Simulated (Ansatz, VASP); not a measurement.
**One calculation of Fe, two programs**

INCAR

```
ALGO = Normal
EDIFF = 1E-6
ENCUT = 520
GGA = PE
ISIF = 2
ISMEAR = -1
LASPH = T
LCHARG = F
LREAL = F
LWAVE = F
NBANDS = 15
NELM = 60
PREC = Accurate
SIGMA = 0.08
```

The input KPOINTS:

```
k-points
0
Gamma
  17 17 10
```

POSCAR

```
Fe
1.0
    2.4341575853      0.0000000000      0.0000000000
   -1.2170787927      2.1080423057      0.0000000000
    0.0000000000      0.0000000000      3.8419344700
Fe
2
Direct
    0.3333333333      0.6666666667      0.2500000000
    0.6666666667      0.3333333333      0.7500000000
```

Input for Ansatz:

```yaml
crystal:
  lattice:
    - [2.4341575853, 0.0, 0.0]
    - [-1.2170787927, 2.1080423057, 0.0]
    - [0.0, 0.0, 3.84193447]
  atoms:
    - { symbol: Fe, position: [0.3333333333, 0.6666666667, 0.25] }
    - { symbol: Fe, position: [0.6666666667, 0.3333333333, 0.75] }
kpoints:
  mp_grid: { grid: [17, 17, 10] }
  band_path:
    path:
      - [0.0, 0.0, 0.0]
      - [0.5, 0.0, 0.0]
      - [0.3333333333, 0.3333333333, 0.0]
      - [0.0, 0.0, 0.0]
      - [0.0, 0.0, 0.5]
      - [0.5, 0.0, 0.5]
      - [0.3333333333, 0.3333333333, 0.5]
      - [0.0, 0.0, 0.5]
      - [0.5, 0.0, 0.5]
    npoints: 5
scf:
  occupations: { method: fermi_dirac, width: 0.08 }
hamiltonian:
  xc: pbe
  pseudopotentials:
    kind: all_electron
    lapw: { basis_error: 0.00025 }
    relativity: none
output:
  forces: true
  stress: true
  eigenvalues: true
```

Alike in both runs: task single point; functional PBE; k mesh 17 × 17 × 10; occupations fermi-dirac, width 0.08 eV; no spin polarisation.

```csv
,VASP,Ansatz
version,VASP 6.6.1,Ansatz 0.2.0
potentials or method,"VASP PAW PBE potentials, release 64 (Fe), cutoff 520 eV","all-electron LAPW, non-relativistic"
```

Ansatz gave:

```
pressure (GPa)                                                : 15.0
traceless stress, the component that is largest in VASP (GPa) : 0.90
```

Q: Which values does VASP return?

A: Pressure (GPa): 10.1; traceless stress, the component that is largest in VASP (GPa): 0.76.

One of these differences is far larger than is usual between the two programs; its cause wasn't traced. Ansatz ran all-electron here, and VASP with PAW potentials.
